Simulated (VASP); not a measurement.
# TaSi5B2 (P4/mmm) in VASP: further runs, part 2 of 2

VASP 6.6.1.

## (3) Single point, PBE

This run uses another cell than the first one, of 18.52 Å³/atom.

INCAR

```
SYSTEM = TaSi5B2
PREC     = Accurate       ! precision mode
ENCUT    = 500            ! plane-wave cutoff, eV
EDIFF    = 1E-6           ! SCF threshold, eV
ISMEAR   = 0              ! smearing method
SIGMA    = 0.2            ! smearing width, eV
LREAL    = .False.        ! projectors in reciprocal space
LASPH    = .True.         ! aspherical terms in the spheres
NELM     = 120            ! most SCF steps
ALGO     = Normal         ! electronic algorithm
ISIF     = 2              ! what is computed and relaxed
LWAVE    = .False.        ! write WAVECAR
LCHARG   = .True.         ! write CHGCAR
GGA      = PE             ! functional
LELF     = .True.         ! ELF
LVHAR    = .True.       
NBANDS   = 28             ! bands
GGA_COMPAT= .False.
```

KPOINTS

```
regular mesh
0
Gamma
  4 4 3
  0 0 0
```

POSCAR

```
TaSi5B2
1.0
    5.6688956978      0.0000000000      0.0000000000
    0.0000000000      5.6688956978      0.0000000000
    0.0000000000      0.0000000000      4.6114441883
Ta Si B
1 5 2
Direct
    0.0000000000      0.0000000000      0.0000000000
    0.2935909364      0.2935909364      0.5000000000
    0.7064090636      0.7064090636      0.5000000000
    0.7064090636      0.2935909364      0.5000000000
    0.2935909364      0.7064090636      0.5000000000
    0.0000000000      0.0000000000      0.5000000000
    0.5000000000      0.5000000000      0.1854853689
    0.5000000000      0.5000000000      0.8145146311
```

Potentials or basis: VASP PAW PBE potentials, release 64 (Ta_pv, Si, B).

Launch:

```console
$ cat potpaw_PBE.64/Ta_pv/POTCAR potpaw_PBE.64/Si/POTCAR potpaw_PBE.64/B/POTCAR > POTCAR
$ mpirun -np 1 vasp_std > vasp.out
```

OUTCAR:

```text
SYSTEM = TaSi5B2
   PREC = Accurate
   ENCUT = 500
   EDIFF = 1E-6
   ISMEAR = 0
   LREAL = .False.
   LASPH = .True.
   NELM = 120
   ISIF = 2
   GGA = PE

 ion  position               nearest neighbor table
   1  0.000  0.000  0.000-   6 2.31   6 2.31   4 3.29   5 3.29   2 3.29   2 3.29   3 3.29   4 3.29
                             5 3.29   3 3.29
   2  0.294  0.294  0.500-   7 2.20   8 2.20   4 2.34   5 2.34   6 2.35   1 3.29   1 3.29
   3  0.706  0.706  0.500-   7 2.20   8 2.20   4 2.34   5 2.34   6 2.35   1 3.29   1 3.29
   4  0.706  0.294  0.500-   7 2.20   8 2.20   2 2.34   3 2.34   6 2.35   1 3.29   1 3.29
   5  0.294  0.706  0.500-   7 2.20   8 2.20   2 2.34   3 2.34   6 2.35   1 3.29   1 3.29
   6  0.000  0.000  0.500-   1 2.31   1 2.31   3 2.35   4 2.35   5 2.35   2 2.35
   7  0.500  0.500  0.185-   8 1.71   3 2.20   4 2.20   5 2.20   2 2.20
   8  0.500  0.500  0.815-   7 1.71   3 2.20   4 2.20   5 2.20   2 2.20

  LATTYP: Found a simple tetragonal cell.
 ALAT       =     5.6688956978
 C/A-ratio  =     0.8134642855

  Lattice vectors:

 A1 = (   5.6688956978,   0.0000000000,   0.0000000000)
 A2 = (   0.0000000000,   5.6688956978,   0.0000000000)
 A3 = (   0.0000000000,   0.0000000000,   4.6114441883)

Analysis of symmetry for initial positions (statically):
=====================================================================
 Subroutine PRICEL returns:
 Original cell was already a primitive cell.

 Routine SETGRP: Setting up the symmetry group for a
 simple tetragonal supercell.

 Subroutine GETGRP returns: Found 16 space group operations
 (whereof 16 operations were pure point group operations)
 out of a pool of 16 trial point group operations.

The static configuration has the point symmetry D_4h.

Analysis of symmetry for dynamics (positions and initial velocities):
=====================================================================
 Subroutine PRICEL returns:
 Original cell was already a primitive cell.

 Routine SETGRP: Setting up the symmetry group for a
 simple tetragonal supercell.

 Subroutine GETGRP returns: Found 16 space group operations
 (whereof 16 operations were pure point group operations)
 out of a pool of 16 trial point group operations.

The dynamic configuration has the point symmetry D_4h.

 Subroutine INISYM returns: Found 16 space group operations
 (whereof 16 operations are pure point group operations),
 and found     1 'primitive' translations

----------------------------------------------------------------------------------------

                                     Primitive cell

  volume of cell :     148.1951

  direct lattice vectors                    reciprocal lattice vectors
     5.668895698  0.000000000  0.000000000     0.176401199  0.000000000  0.000000000
     0.000000000  5.668895698  0.000000000     0.000000000  0.176401199  0.000000000
     0.000000000  0.000000000  4.611444188     0.000000000  0.000000000  0.216851806

  length of vectors
     5.668895698  5.668895698  4.611444188     0.176401199  0.176401199  0.216851806

  position of ions in fractional coordinates (direct lattice)
     0.000000000  0.000000000  0.000000000
     0.293590936  0.293590936  0.500000000
     0.706409064  0.706409064  0.500000000
     0.706409064  0.293590936  0.500000000
     0.293590936  0.706409064  0.500000000
     0.000000000  0.000000000  0.500000000
[... 52 lines left out ...]
  0.500000  0.250000  0.333333      8.000000
  0.500000  0.500000  0.333333      2.000000
   k-points           NKPTS =     12   k-points in BZ     NKDIM =     12   number of bands    NBANDS=     28
   number of dos      NEDOS =    301   number of ions     NIONS =      8
   total plane-waves  NPLWV =  63504
   dimension x,y,z NGX =    42 NGY =   42 NGZ =   36
   dimension x,y,z NGXF=    84 NGYF=   84 NGZF=   72
   ions per type =               1   5   2
   NGX,Y,Z   is equivalent  to a cutoff of  12.32, 12.32, 12.98 a.u.
   NGXF,Y,Z  is equivalent  to a cutoff of  24.63, 24.63, 25.96 a.u.
 SYSTEM =  TaSi5B2
   PREC   = accura    normal or accurate (medium, high low for compatibility)
   ISTART =      0    job   : 0-new  1-cont  2-samecut
   ICHARG =      2    charge: 1-file 2-atom 10-const
   ISPIN  =      1    spin polarized calculation?
   LNONCOLLINEAR =      F non collinear calculations
   LSORBIT =      F    spin-orbit coupling
   LASPH  =      T    aspherical Exc in radial PAW
   ENCUT  =  500.0 eV  36.75 Ry    6.06 a.u.  10.34 10.34  8.41*2*pi/ulx,y,z
   NELM   =    120;   NELMIN=  2; NELMDL= -5     # of ELM steps
   EDIFF  = 0.1E-05   stopping-criterion for ELM
   LREAL  =      F    real-space projection
   EDIFFG = 0.1E-04   stopping-criterion for IOM
   NSW    =      0    number of steps for IOM
   IBRION =     -1    ionic relax: 0-MD 1-quasi-New 2-CG
   NFREE  =      0    steps in history (QN), initial steepest desc. (CG)
   ISIF   =      2    stress and relaxation
   ISYM   =      2    0-nonsym 1-usesym 2-fastsym
   POTIM  = 0.5000    time-step for ionic-motion
   TEBEG  =    0.0;   TEEND  =   0.0 temperature during run
   PSTRESS=    0.0 pullay stress
   NELECT =      37.0000    total number of electrons
   NUPDOWN=      -1.0000    fix difference up-down
   EMIN   =  10.00;   EMAX   =-10.00  energy-range for DOS
   EFERMI =   0.00;   METHOD = LEGACY
   ISMEAR =     0;   SIGMA  =   0.20  broadening in eV -4-tet -1-fermi 0-gaus
   EFERMI_NEDOS =   21; number of points for ismear=-14 and -15
   IALGO  =     38    algorithm
   IMIX   =      4    mixing-type and parameters
     AMIX     =   0.40;   BMIX     =  1.00
     AMIX_MAG =   1.60;   BMIX_MAG =  1.00
  volume/ion in A,a.u.               =      18.52       125.01
  Fermi-wavevector in a.u.,A,eV,Ry     =   1.030855  1.948033 14.458385  1.062661
  Thomas-Fermi vector in A             =   2.164974
   LORBIT       =      0    0 simple, 1 ext, 2 COOP (PROOUT), +10 PAW based schemes
   GGA     = PE    functional components
   LHFCALC =     F    Hartree Fock is set to
   AEXX    =    0.0000 exact exchange contribution
   IVDW    =     0    specifies the selected vdW correction
   LEPSILON=     F    determine dielectric tensor
   LRPA    =     F    only Hartree local field effects (RPA)
 non-spin polarized calculation
 Gauss-broadening in eV      SIGMA  =   0.20
  energy-cutoff  :      500.00
  volume of cell :      148.20
 maximum number of plane-waves:      3805
 NGX is ok and might be reduce to    42
   NGX = 21   NGY = 21   NGZ = 17

 number of electron      37.0000002 magnetization

 Free energy of the ion-electron system (eV)
  ---------------------------------------------------
  ext. energy  EPLUGINS =         0.00000000
  ---------------------------------------------------
  free energy    TOTEN  =       -43.90916467 eV

  energy without entropy =      -43.78018657  energy(sigma->0) =      -43.84467562

 E-fermi :   5.1081     XC(G=0):  -9.5702

 val. band max:        5.0930891840   @ k =   0.0000   0.0000   0.0000
 cond. band min:       5.1374159888   @ k =   0.5000   0.0000   0.0000
 fundamental gap:      0.0443268048
 Fermi energy:         5.1080792640

 k-point     1 :       0.0000    0.0000    0.0000
  band No.  band energies     occupation
      1     -30.0950      2.00000
      2     -30.0950      2.00000
      3     -29.8224      2.00000
      4      -8.2671      2.00000
      5      -5.2824      2.00000
      6      -3.4266      2.00000
[... 361 lines left out ...]
     27       8.4695      0.00000
     28      10.0334      0.00000

------------------------ aborting loop because EDIFF is reached ----------------------------------------

  FORCE on cell =-STRESS in cart. coord.  units (eV):
  Direction    XX          YY          ZZ          XY          YZ          ZX
  --------------------------------------------------------------------------------------
  -------------------------------------------------------------------------------------
  Total        0.2351462      0.2351462      0.1293450      0.0000000      0.0000000     -0.0000000
  in kB        2.5422292      2.5422292      1.3983837      0.0000000      0.0000000     -0.0000000
  external PRESSURE =       2.1609474 kB  Pullay stress =       0.0000000 kB

 VOLUME and BASIS-vectors are now :
 -----------------------------------------------------------------------------
  energy-cutoff  :      500.00
  volume of cell :      148.20
      direct lattice vectors                 reciprocal lattice vectors
     5.668895698  0.000000000  0.000000000     0.176401199  0.000000000  0.000000000
     0.000000000  5.668895698  0.000000000     0.000000000  0.176401199  0.000000000
     0.000000000  0.000000000  4.611444188     0.000000000  0.000000000  0.216851806

 POSITION                                       TOTAL-FORCE (eV/Angst)
 -----------------------------------------------------------------------------------
      0.00000      0.00000      0.00000         0.000000      0.000000      0.000000
      1.66434      1.66434      2.30572         0.006616      0.006616      0.000000
      4.00456      4.00456      2.30572        -0.006616     -0.006616     -0.000000
      4.00456      1.66434      2.30572        -0.006616      0.006616     -0.000000
      1.66434      4.00456      2.30572         0.006616     -0.006616      0.000000
      0.00000      0.00000      2.30572         0.000000      0.000000      0.000000
      2.83445      2.83445      0.85536         0.000000     -0.000000      0.010737
      2.83445      2.83445      3.75609         0.000000      0.000000     -0.010737
 -----------------------------------------------------------------------------------
    total drift:                               -0.000000     -0.000000      0.000000

  FREE ENERGIE OF THE ION-ELECTRON SYSTEM (eV)
  ---------------------------------------------------
  free  energy   TOTEN  =       -43.9091646669 eV

  energy  without entropy=      -43.7801865673  energy(sigma->0) =      -43.84467562
```

Run time: 86 s. Hardware: 1 thread of Intel Xeon 8259CL, shared host; peak memory 0.26 GiB.

Results:

```yaml
Free_energy: -43.9092 eV
Pressure: 0.2 GPa
Largest_force: 0.011 eV/Å
Band_gap_on_the_k_mesh: zero (an odd number of electrons rules out a gap without spin polarisation)
```

Forces on the atoms (eV/Å):
```
Ta   0.000  0.000  0.000
Si   0.007  0.007  0.000
Si  -0.007 -0.007  0.000
Si  -0.007  0.007  0.000
Si   0.007 -0.007  0.000
Si   0.000  0.000  0.000
B    0.000  0.000  0.011
B    0.000  0.000 -0.011
```

Levels at points of the mesh, in eV from the Fermi level:
```
           k point  band 16  band 17  band 18  band 19  band 20  band 21
(0.00, 0.00, 0.00)    -2.23    -1.25    -0.01    -0.01     0.31     0.54
(0.50, 0.00, 0.00)    -1.26    -1.22    -1.09    -0.85     0.03     0.33
(0.50, 0.50, 0.00)    -1.75    -1.60    -0.23     0.18     0.18     0.69
```

Caveat: the k points lie up to 0.45 Å⁻¹ apart, too coarse for converged energies and pressures of a metal; spin-orbit coupling is left out, which moves the levels of the heavy elements.
